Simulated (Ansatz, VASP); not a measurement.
**One calculation of Ta, two programs**

POSCAR

```
Ta
1.0
    3.1243311036      0.0000000000      0.0000000000
   -1.5621655518      2.7057501056      0.0000000000
    0.0000000000      0.0000000000      4.4521599695
Ta
2
Direct
    0.6666666667      0.3333333333      0.7500000000
    0.3333333333      0.6666666667      0.2500000000
```

INCAR.step1

```
SYSTEM = Ta
PREC = Accurate
ENCUT = 520
ISMEAR = 0
SIGMA = 0.15
LREAL = .FALSE.
LASPH = .TRUE.
NELM = 80
NBANDS = 18
GGA = PE
ALGO = Normal
EDIFF = 1E-4
LWAVE = .TRUE.
LCHARG = .FALSE.
```

The input INCAR.step2:

```
SYSTEM = Ta
PREC = Accurate
ENCUT = 520
EDIFF = 1E-7
ISMEAR = 0
SIGMA = 0.15
LREAL = .FALSE.
LASPH = .TRUE.
NELM = 80
ALGO = Normal
ISIF = 2
LWAVE = .FALSE.
LCHARG = .FALSE.
METAGGA = R2SCAN
LMIXTAU = .TRUE.
NBANDS = 18
ISTART = 1
```

File KPOINTS:

```
Automatic mesh
0
G
  24 24 10
  0 0 0
```

Input for Ansatz:

```yaml
crystal:
  lattice:
    - [3.1243311036, 0.0, 0.0]
    - [-1.5621655518, 2.7057501056, 0.0]
    - [0.0, 0.0, 4.4521599695]
  atoms:
    - { symbol: Ta, position: [0.6666666667, 0.3333333333, 0.75] }
    - { symbol: Ta, position: [0.3333333333, 0.6666666667, 0.25] }
basis:
  ecutwfc: 500
kpoints:
  mp_grid: { grid: [24, 24, 10] }
hamiltonian:
  xc: r2scan
scf:
  occupations: { method: gaussian, width: 0.15 }
output:
  forces: true
  stress: true
  eigenvalues: true
```

Alike in both runs: task single point; functional r2SCAN; k mesh 24 × 24 × 10; occupations gaussian, width 0.15 eV; no spin polarisation.

|  | VASP | Ansatz |
| --- | --- | --- |
| version | VASP 6.6.1 | Ansatz 0.2.0 |
| potentials or method | VASP PAW PBE potentials, release 64 (Ta_pv), cutoff 520 eV | scalar-relativistic, plane waves, PAW |
| valence electrons in the cell | 22 | 26 |

```csv
,VASP,Ansatz,Ansatz less VASP
gap on the k mesh at the Fermi level (eV),none,none,-
pressure (GPa),-1.2,-1.8,-0.53
"traceless stress, the component that is largest in VASP (GPa)",5.48,5.56,+0.074
```

VASP's potentials were made for PBE, not for r2SCAN. A gap of «none» marks a metal or a gap that the smearing closes. VASP's potentials hold 22 valence electrons a cell and Ansatz's 26, so a difference there can come from the potentials and not from the codes.

Neither program's run includes spin-orbit coupling.
